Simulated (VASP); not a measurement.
# PtS2 in VASP: further runs

PtS2 is run at these levels: PBE+D3(BJ); tasks: single point.

Everything below comes from runs of VASP 6.6.1. Logs are shortened: lines on timing, memory, paths and dates and some standing lists are left out, and cuts for length are marked.

## (1) The cell of the first run

The cell holds a slab with vacuum, 6 atoms: a = 3.542 Å, b = 3.542 Å, c = 22.467 Å, α = 90.00°, β = 90.00°, γ = 120.00°.

## (2) Single point, PBE+D3(BJ) (layers slid over each other)

Input file INCAR:

```
SYSTEM = PtS2
ALGO = Normal
DIPOL = 0.5 0.5 0.403
EDIFF = 1E-6
ENCUT = 520
GGA = PE
IDIPOL = 3
ISIF = 2
ISMEAR = 0
IVDW = 12
LASPH = .TRUE.
LCHARG = .FALSE.
LDIPOL = .TRUE.
LREAL = .FALSE.
LWAVE = .FALSE.
NBANDS = 31
NELM = 80
PREC = Accurate
SIGMA = 0.05
```

Input file KPOINTS:

```
k-points
0
G
  9 9 1
  0 0 0
```

Input file POSCAR:

```
PtS2
1.0
    3.5415278079      0.0000000000      0.0000000000
   -1.7707639039      3.0670530498      0.0000000000
    0.0000000000      0.0000000000     22.4670615492
S Pt
4 2
Direct
    0.6666666667      0.3333333333      0.2002932155
    0.3333333333      0.6666666667      0.3108341854
    0.8333333333      0.6666666667      0.4951039436
    0.5000000000      1.0000000000      0.6056449135
    0.0000000000      0.0000000000      0.2555637004
    0.1666666667      0.3333333333      0.5503744286
```

Potentials or basis: VASP PAW PBE potentials, release 64 (S, Pt).

Command:

```sh
$ cat potpaw_PBE.64/S/POTCAR potpaw_PBE.64/Pt/POTCAR > POTCAR
$ mpirun -np 1 vasp_std > vasp.out
```

OUTCAR:

```text
SYSTEM = PtS2
   EDIFF = 1E-6
   ENCUT = 520
   GGA = PE
   ISIF = 2
   ISMEAR = 0
   IVDW = 12
   LASPH = .TRUE.
   LREAL = .FALSE.
   NELM = 80
   PREC = Accurate
 IVDW          = 12

 ion  position               nearest neighbor table
   1  0.667  0.333  0.200-   5 2.39   5 2.39   5 2.39
   2  0.333  0.667  0.311-   5 2.39   5 2.39   5 2.39
   3  0.833  0.667  0.495-   6 2.39   6 2.39   6 2.39
   4  0.500  0.000  0.606-   6 2.39   6 2.39   6 2.39
   5  0.000  0.000  0.256-   1 2.39   1 2.39   1 2.39   2 2.39   2 2.39   2 2.39
   6  0.167  0.333  0.550-   4 2.39   4 2.39   4 2.39   3 2.39   3 2.39   3 2.39

  LATTYP: Found a hexagonal cell.
 ALAT       =     3.5415278079
 C/A-ratio  =     6.3438896340

  Lattice vectors:

 A1 = (   3.5415278079,   0.0000000000,   0.0000000000)
 A2 = (  -1.7707639039,   3.0670530498,   0.0000000000)
 A3 = (   0.0000000000,   0.0000000000,  22.4670615492)

Analysis of symmetry for initial positions (statically):
=====================================================================
 Subroutine PRICEL returns:
 Original cell was already a primitive cell.

 Routine SETGRP: Setting up the symmetry group for a
 hexagonal supercell.

 Subroutine GETGRP returns: Found  4 space group operations
 (whereof  2 operations were pure point group operations)
 out of a pool of 24 trial point group operations.

The static configuration has the point symmetry C_1h.
 The point group associated with its full space group is C_2h.

Analysis of symmetry for dynamics (positions and initial velocities):
=====================================================================
 Subroutine PRICEL returns:
 Original cell was already a primitive cell.

 Routine SETGRP: Setting up the symmetry group for a
 hexagonal supercell.

 Subroutine GETGRP returns: Found  4 space group operations
 (whereof  2 operations were pure point group operations)
 out of a pool of 24 trial point group operations.

The dynamic configuration has the point symmetry C_1h.
 The point group associated with its full space group is C_2h.

 Subroutine INISYM returns: Found  4 space group operations
 (whereof  2 operations are pure point group operations),
 and found     1 'primitive' translations

----------------------------------------------------------------------------------------

                                     Primitive cell

  volume of cell :     244.0384

  direct lattice vectors                    reciprocal lattice vectors
     3.541527808  0.000000000  0.000000000     0.282364012  0.163022938  0.000000000
    -1.770763904  3.067053050  0.000000000     0.000000000  0.326045877  0.000000000
     0.000000000  0.000000000 22.467061549     0.000000000  0.000000000  0.044509603

  length of vectors
     3.541527808  3.541527808 22.467061549     0.326045877  0.326045877  0.044509603

  position of ions in fractional coordinates (direct lattice)
     0.666666667  0.333333333  0.200293215
     0.333333333  0.666666667  0.310834185
     0.833333333  0.666666667  0.495103944
     0.500000000  0.000000000  0.605644914
     0.000000000  0.000000000  0.255563700
     0.166666667  0.333333333  0.550374429

  ion indices of the primitive-cell ions
   primitive index   ion index
                 1           1
                 2           2
                 3           3
                 4           4
                 5           5
                 6           6

----------------------------------------------------------------------------------------

 KPOINTS: k-points

Automatic generation of k-mesh.
 Grid dimensions read from file:
 generate k-points for:    9    9    1

 Generating k-lattice:

  Cartesian coordinates                     Fractional coordinates (reciprocal lattice)
     0.031373779  0.018113660  0.000000000     0.111111111 -0.000000000  0.000000000
     0.000000000  0.036227320  0.000000000     0.000000000  0.111111111  0.000000000
     0.000000000  0.000000000  0.044509603     0.000000000  0.000000000  1.000000000

  Length of vectors
     0.036227320  0.036227320  0.044509603

  Shift w.r.t. Gamma in fractional coordinates (k-lattice)
     0.000000000  0.000000000  0.000000000

 Subroutine IBZKPT returns following result:
 ===========================================

 Found     25 irreducible k-points:

 Following reciprocal coordinates:
            Coordinates               Weight
  0.000000  0.000000  0.000000      1.000000
  0.111111 -0.000000  0.000000      4.000000
  0.000000  0.111111  0.000000      2.000000
  0.222222  0.000000  0.000000      4.000000
  0.000000  0.222222  0.000000      2.000000
  0.333333 -0.000000  0.000000      4.000000
[... 16 lines left out ...]
 -0.222222 -0.444444  0.000000      4.000000
  0.444444  0.333333  0.000000      4.000000
   k-points           NKPTS =     25   k-points in BZ     NKDIM =     25   number of bands    NBANDS=     31
   number of dos      NEDOS =    301   number of ions     NIONS =      6
   total plane-waves  NPLWV = 131712
   dimension x,y,z NGX =    28 NGY =   28 NGZ =  168
   dimension x,y,z NGXF=    56 NGYF=   56 NGZF=  336
   ions per type =               4   2
   NGX,Y,Z   is equivalent  to a cutoff of  13.14, 13.14, 12.43 a.u.
   NGXF,Y,Z  is equivalent  to a cutoff of  26.29, 26.29, 24.86 a.u.
 SYSTEM =  PtS2
   PREC   = accura    normal or accurate (medium, high low for compatibility)
   ISTART =      0    job   : 0-new  1-cont  2-samecut
   ICHARG =      2    charge: 1-file 2-atom 10-const
   ISPIN  =      1    spin polarized calculation?
   LNONCOLLINEAR =      F non collinear calculations
   LSORBIT =      F    spin-orbit coupling
   LASPH  =      T    aspherical Exc in radial PAW
   ENCUT  =  520.0 eV  38.22 Ry    6.18 a.u.   6.58  6.58 41.77*2*pi/ulx,y,z
   NELM   =     80;   NELMIN=  2; NELMDL= -5     # of ELM steps
   EDIFF  = 0.1E-05   stopping-criterion for ELM
   LREAL  =      F    real-space projection
   EDIFFG = 0.1E-04   stopping-criterion for IOM
   NSW    =      0    number of steps for IOM
   IBRION =     -1    ionic relax: 0-MD 1-quasi-New 2-CG
   NFREE  =      0    steps in history (QN), initial steepest desc. (CG)
   ISIF   =      2    stress and relaxation
   ISYM   =      2    0-nonsym 1-usesym 2-fastsym
   POTIM  = 0.5000    time-step for ionic-motion
   TEBEG  =    0.0;   TEEND  =   0.0 temperature during run
   PSTRESS=    0.0 pullay stress
   NELECT =      44.0000    total number of electrons
   NUPDOWN=      -1.0000    fix difference up-down
   EMIN   =  10.00;   EMAX   =-10.00  energy-range for DOS
   EFERMI =   0.00;   METHOD = LEGACY
   ISMEAR =     0;   SIGMA  =   0.05  broadening in eV -4-tet -1-fermi 0-gaus
   EFERMI_NEDOS =   21; number of points for ismear=-14 and -15
   IALGO  =     38    algorithm
   IMIX   =      4    mixing-type and parameters
     AMIX     =   0.40;   BMIX     =  1.00
     AMIX_MAG =   1.60;   BMIX_MAG =  1.00
  volume/ion in A,a.u.               =      40.67       274.48
  Fermi-wavevector in a.u.,A,eV,Ry     =   0.924854  1.747720 11.637800  0.855354
  Thomas-Fermi vector in A             =   2.050645
   LORBIT       =      0    0 simple, 1 ext, 2 COOP (PROOUT), +10 PAW based schemes
   GGA     = PE    functional components
   LHFCALC =     F    Hartree Fock is set to
   AEXX    =    0.0000 exact exchange contribution
   IVDW    =    12    specifies the selected vdW correction
   LEPSILON=     F    determine dielectric tensor
   LRPA    =     F    only Hartree local field effects (RPA)
 non-spin polarized calculation
 Gauss-broadening in eV      SIGMA  =   0.05
  energy-cutoff  :      520.00
  volume of cell :      244.04
 maximum number of plane-waves:      6671
   NGX = 13   NGY = 13   NGZ = 83

 dipolmoment           0.000000      0.000000     -0.000000 electrons x Angstroem

 number of electron      44.0000000 magnetization

 dipolmoment           0.000000      0.000000      0.000000 electrons x Angstroem

 Free energy of the ion-electron system (eV)
  ---------------------------------------------------
  ext. energy  EPLUGINS =         0.00000000
  ---------------------------------------------------
  free energy    TOTEN  =       -30.91210102 eV

  energy without entropy =      -30.91210102  energy(sigma->0) =      -30.91210102

 E-fermi :  -0.5216     XC(G=0):  -5.5217

 val. band max:       -0.7898114001   @ k =   0.1111   0.1111   0.0000
 cond. band min:       0.8923549412   @ k =   0.0000   0.2222   0.0000
 fundamental gap:      1.6821663413
 Fermi energy:        -0.5215647666

 k-point     1 :       0.0000    0.0000    0.0000
  band No.  band energies     occupation
      1     -14.8890      2.00000
      2     -14.8798      2.00000
      3     -12.6957      2.00000
      4     -12.6716      2.00000
      5      -6.3873      2.00000
      6      -6.3872      2.00000
[... 23 lines left out ...]
     30       5.3399      0.00000
     31       5.5149      0.00000

 k-point     2 :       0.1111   -0.0000    0.0000
  band No.  band energies     occupation
      1     -14.7346      2.00000
      2     -14.7255      2.00000
      3     -12.7266      2.00000
      4     -12.7050      2.00000
      5      -6.3815      2.00000
      6      -6.3716      2.00000
[... 23 lines left out ...]
     30       5.9894      0.00000
     31       5.9970      0.00000

 k-point     3 :       0.0000    0.1111    0.0000
  band No.  band energies     occupation
      1     -14.7347      2.00000
      2     -14.7255      2.00000
      3     -12.7268      2.00000
      4     -12.7048      2.00000
      5      -6.3817      2.00000
      6      -6.3715      2.00000
[... 23 lines left out ...]
     30       5.9774      0.00000
     31       6.0082      0.00000

 k-point     4 :       0.2222    0.0000    0.0000
  band No.  band energies     occupation
      1     -14.3070      2.00000
      2     -14.2983      2.00000
      3     -12.8055      2.00000
      4     -12.7897      2.00000
      5      -6.3175      2.00000
      6      -6.2892      2.00000
[... 23 lines left out ...]
     30       5.9569      0.00000
     31       6.3985      0.00000

 k-point     5 :       0.0000    0.2222    0.0000
  band No.  band energies     occupation
      1     -14.3073      2.00000
      2     -14.2980      2.00000
      3     -12.8062      2.00000
      4     -12.7890      2.00000
      5      -6.3172      2.00000
      6      -6.2896      2.00000
[... 23 lines left out ...]
     30       5.9390      0.00000
     31       6.4018      0.00000
[... 542 lines left out ...]
     30       6.8668      0.00000
     31       7.3195      0.00000

 k-point    22 :       0.3333    0.2222    0.0000
  band No.  band energies     occupation
      1     -13.0969      2.00000
      2     -13.0925      2.00000
      3     -12.9471      2.00000
      4     -12.9428      2.00000
      5      -6.6397      2.00000
      6      -6.6334      2.00000
[... 23 lines left out ...]
     30       7.5081      0.00000
     31       7.9993      0.00000

 k-point    23 :      -0.2222   -0.4444    0.0000
  band No.  band energies     occupation
      1     -13.0983      2.00000
      2     -13.0913      2.00000
      3     -12.9484      2.00000
      4     -12.9413      2.00000
      5      -6.6400      2.00000
      6      -6.6331      2.00000
[... 23 lines left out ...]
     30       7.5746      0.00000
     31       7.8082      0.00000

 k-point    24 :       0.4444    0.3333    0.0000
  band No.  band energies     occupation
      1     -13.0952      2.00000
      2     -13.0942      2.00000
      3     -12.9452      2.00000
      4     -12.9447      2.00000
      5      -6.6409      2.00000
      6      -6.6320      2.00000
[... 23 lines left out ...]
     30       7.5530      0.00000
     31       7.9020      0.00000

 [... further k-points ...]

------------------------ aborting loop because EDIFF is reached ----------------------------------------

 vacuum level on the upper side and lower side of the slab       (xc-potential included)        -0.096        -0.093

 Edisp (eV)   -1.79860

 E8    (eV) :    -0.7484

  FORCE on cell =-STRESS in cart. coord.  units (eV):
  Direction    XX          YY          ZZ          XY          YZ          ZX
  --------------------------------------------------------------------------------------
  -------------------------------------------------------------------------------------
  Total      -0.49792    -0.50763    -0.82930    -0.00000     0.00218     0.00000
  in kB      -3.26899    -3.33272    -5.44458    -0.00000     0.01430     0.00000
  external pressure =       -4.02 kB  Pullay stress =        0.00 kB

 VOLUME and BASIS-vectors are now :
 -----------------------------------------------------------------------------
  energy-cutoff  :      520.00
  volume of cell :      244.04
      direct lattice vectors                 reciprocal lattice vectors
     3.541527808  0.000000000  0.000000000     0.282364012  0.163022938  0.000000000
    -1.770763904  3.067053050  0.000000000     0.000000000  0.326045877  0.000000000
     0.000000000  0.000000000 22.467061549     0.000000000  0.000000000  0.044509603

 POSITION                                       TOTAL-FORCE (eV/Angst)
 -----------------------------------------------------------------------------------
      1.77076      1.02235      4.50000         0.000000      0.000618      0.043820
     -0.00000      2.04470      6.98353         0.000000      0.001373      0.016363
      1.77076      2.04470     11.12353        -0.000000     -0.001373     -0.016363
      1.77076      0.00000     13.60706        -0.000000     -0.000618     -0.043820
      0.00000      0.00000      5.74177        -0.000000     -0.001911      0.039367
      0.00000      1.02235     12.36530         0.000000      0.001911     -0.039367
 -----------------------------------------------------------------------------------
    total drift:                               -0.000000      0.000000      0.000002

  FREE ENERGIE OF THE ION-ELECTRON SYSTEM (eV)
  ---------------------------------------------------
  free  energy   TOTEN  =       -32.7107037639 eV

  energy  without entropy=      -32.7107037639  energy(sigma->0) =      -32.71070376

 vacuum level on the upper side and lower side of the slab         5.351         5.352
```

Run time: 2.9 min. Hardware: 1 thread of AMD EPYC 9R45 (Zen 5), shared host; peak memory 0.39 GiB.

Results:

```
Free energy                : -32.7107 eV
Largest force              : 0.044 eV/Å
Band gap on the k mesh     : 1.68 eV (least direct gap 1.75 eV)
Dispersion energy per atom : -0.300 eV
```

Forces in eV/Å, atoms in the order of the input:
```
S    0.000  0.001  0.044
S    0.000  0.001  0.016
S    0.000 -0.001 -0.016
S    0.000 -0.001 -0.044
Pt   0.000 -0.002  0.039
Pt   0.000  0.002 -0.039
```

Levels at points of the mesh, in eV from the valence-band top:
| k point | band 19 | band 20 | band 21 | band 22 | band 23 | band 24 | band 25 | band 26 |
| --- | --- | --- | --- | --- | --- | --- | --- | --- |
| (0.00, 0.00, 0.00) | -0.30 | -0.30 | -0.29 | -0.29 | 3.17 | 3.18 | 3.19 | 3.19 |

Caveat: the cell differs from its parent crystal (layers slid over each other); spin-orbit coupling is left out, which moves the levels of the heavy elements.

## (3) Single point, PBE+D3(BJ) (layers slid over each other)

Input file INCAR:

```
SYSTEM = PtS2
ALGO = Normal ; DIPOL = 0.5 0.5 0.382
EDIFF = 1E-7 ; ENCUT = 520
GGA = PE ; IDIPOL = 3
ISIF = 2 ; ISMEAR = 0
IVDW = 12 ; LASPH = .TRUE.
LCHARG = .FALSE. ; LDIPOL = .TRUE.
LREAL = .FALSE. ; LWAVE = .FALSE.
NBANDS = 31 ; NELM = 80
PREC = Accurate ; SIGMA = 0.05
```

KPOINTS is that of step 2.

Input file POSCAR:

```
PtS2
1.0
    3.5415278079      0.0000000000      0.0000000000
   -1.7707639039      3.0670530498      0.0000000000
    0.0000000000      0.0000000000     22.4670615492
S Pt
4 2
Direct
    0.6666666667      0.3333333333      0.2002932155
    0.3333333333      0.6666666667      0.3108341854
    0.8333333333      0.6666666667      0.4537100124
    0.5000000000      1.0000000000      0.5642509823
    0.0000000000      0.0000000000      0.2555637004
    0.1666666667      0.3333333333      0.5089804974
```

Potentials or basis: VASP PAW PBE potentials, release 64 (S, Pt).

Command:

```sh
$ cat potpaw_PBE.64/S/POTCAR potpaw_PBE.64/Pt/POTCAR > POTCAR
$ mpirun -np 1 vasp_std > vasp.out
```

Run time: 2.4 min. Hardware: 1 thread of AMD EPYC 9R45 (Zen 5), shared host; peak memory 0.42 GiB.

It converged, with:

```
Free energy                : -32.8181 eV
Largest force              : 0.093 eV/Å
Band gap on the k mesh     : 1.34 eV (least direct gap 1.45 eV)
Dispersion energy per atom : -0.322 eV
```

Forces in eV/Å, atoms in the order of the input:
```
S    0.000  0.007  0.034
S    0.000  0.020 -0.022
S    0.000 -0.020  0.022
S    0.000 -0.007 -0.034
Pt   0.000 -0.021  0.090
Pt   0.000  0.021 -0.090
```

Levels at points of the mesh, in eV from the valence-band top:
| k point | band 19 | band 20 | band 21 | band 22 | band 23 | band 24 | band 25 | band 26 |
| --- | --- | --- | --- | --- | --- | --- | --- | --- |
| (0.00, 0.00, 0.00) | -0.59 | -0.56 | -0.53 | -0.45 | 2.83 | 2.88 | 2.93 | 2.98 |

Caveat: the cell differs from its parent crystal (layers slid over each other); spin-orbit coupling is left out, which moves the levels of the heavy elements.

## (4) Single point, PBE+D3(BJ) (layers slid over each other)

Input file INCAR:

```
PREC = Accurate ; ENCUT = 520
EDIFF = 1E-7 ; ISMEAR = 0
SIGMA = 0.05 ; LREAL = F
LASPH = T ; NELM = 80
ALGO = Normal ; ISIF = 2
LWAVE = F ; LCHARG = F
LDIPOL = T ; IDIPOL = 3
DIPOL = 0.5 0.5 0.394 ; GGA = PE
IVDW = 12 ; NBANDS = 31
```

Input file KPOINTS:

```
regular mesh
0
Gamma
  9 9 1
```

Input file POSCAR:

```
PtS2
1.0
    3.5415278079      0.0000000000      0.0000000000
   -1.7707639039      3.0670530498      0.0000000000
    0.0000000000      0.0000000000     22.4670615492
S Pt
4 2
Direct
    0.6666666667      0.3333333333      0.2002932155
    0.3333333333      0.6666666667      0.3108341854
    0.8333333333      0.6666666667      0.4773001022
    0.5000000000      1.0000000000      0.5878410722
    0.0000000000      0.0000000000      0.2555637004
    0.1666666667      0.3333333333      0.5325705872
```

Command:

```sh
$ cat potpaw_PBE.64/S/POTCAR potpaw_PBE.64/Pt/POTCAR > POTCAR
$ mpirun -np 1 vasp_std > vasp.out
```

Run time: 2.9 min. Hardware: 1 thread of AMD EPYC 9R45 (Zen 5), shared host; peak memory 0.42 GiB.

Results (log left out):

```
Free energy                : -32.7550 eV
Largest force              : 0.057 eV/Å
Band gap on the k mesh     : 1.57 eV (least direct gap 1.66 eV)
Dispersion energy per atom : -0.308 eV
```

Forces in eV/Å, atoms in the order of the input:
```
S    0.000  0.002  0.042
S    0.000  0.004  0.021
S    0.000 -0.004 -0.021
S    0.000 -0.002 -0.042
Pt   0.000 -0.005  0.057
Pt   0.000  0.005 -0.057
```

Levels at points of the mesh, in eV from the valence-band top:
```
           k point  band 18  band 19  band 20  band 21  band 22  band 23  band 24  band 25  band 26  band 27
(0.00, 0.00, 0.00)    -0.53    -0.39    -0.39    -0.38    -0.37     3.07     3.09     3.10     3.12     5.31
```

Caveat: the cell differs from its parent crystal (layers slid over each other); spin-orbit coupling is left out, which moves the levels of the heavy elements.

(Continued in part 2 of 2.)
